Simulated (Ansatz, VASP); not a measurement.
# CsBr: VASP beside Ansatz

Contents of POSCAR:

```
CsBr
1.0
    4.3193779122      0.0000000000      0.0000000000
    0.0000000000      4.3193779122      0.0000000000
    0.0000000000      0.0000000000      4.3193779122
Cs Br
1 1
Direct
    0.0000000000      0.0000000000      0.0000000000
    0.5000000000      0.5000000000      0.5000000000
```

File INCAR.step1:

```
  PREC = Accurate
  ENCUT = 400
  EDIFF = 1E-5
  ISMEAR = 0
  SIGMA = 0.01
  LREAL = False
  LASPH = True
  NELM = 120
  ALGO = Normal
  ISIF = 2
  LWAVE = True
  LCHARG = False
  NBANDS = 15
  GGA = PE
  GGA_COMPAT = False
```

File INCAR.step2:

```
  PREC = Accurate
  ENCUT = 400
  EDIFF = 1E-6
  ISMEAR = 0
  SIGMA = 0.01
  LREAL = False
  LASPH = True
  NELM = 120
  ALGO = Normal
  ISIF = 2
  LWAVE = False
  LCHARG = False
  GGA = PE
  LHFCALC = True
  AEXX = 0.15
  HFSCREEN = 0.3
  PRECFOCK = Normal
  NBANDS = 15
  ISTART = 1
  GGA_COMPAT = False
```

KPOINTS

```
regular mesh
0
Gamma
  4 4 4
```

Input for Ansatz:

```yaml
crystal:
  lattice:
    - [4.3193779122, 0.0, 0.0]
    - [0.0, 4.3193779122, 0.0]
    - [0.0, 0.0, 4.3193779122]
  atoms:
    - { symbol: Cs, position: [0.0, 0.0, 0.0] }
    - { symbol: Br, position: [0.5, 0.5, 0.5] }
kpoints:
  mp_grid: { grid: [4, 4, 4] }
hamiltonian:
  xc: { exchange: pbe, correlation: pbe, exx: { coeff: 0.15, omega: 0.3 } }
scf:
  occupations: { method: fixed }
  n_extra_bands: 4
output:
  forces: true
  stress: true
  eigenvalues: true
```

Alike in both runs: task single point; functional PBE-based screened hybrid; k mesh 4 × 4 × 4; no spin polarisation.

```csv
,VASP,Ansatz
version,VASP 6.6.1,Ansatz 0.2.0
potentials or method,"VASP PAW PBE potentials, release 64 (Cs_sv, Br)",plane waves
plane-wave cutoff (eV),400,420
occupations,"gaussian, width 0.01 eV",fixed
valence electrons in the cell,16,16
```

```tsv
	VASP	Ansatz	Ansatz less VASP
gap on the k mesh at the Fermi level (eV)	4.99	5.00	+0.014
pressure (GPa)	0.5	0.5	+0.02
```

VASP's potentials were made for PBE, not for PBE-based screened hybrid. Ansatz's warnings: stress exchange threshold loose, stress scf threshold loose.

Neither program's run includes spin-orbit coupling.
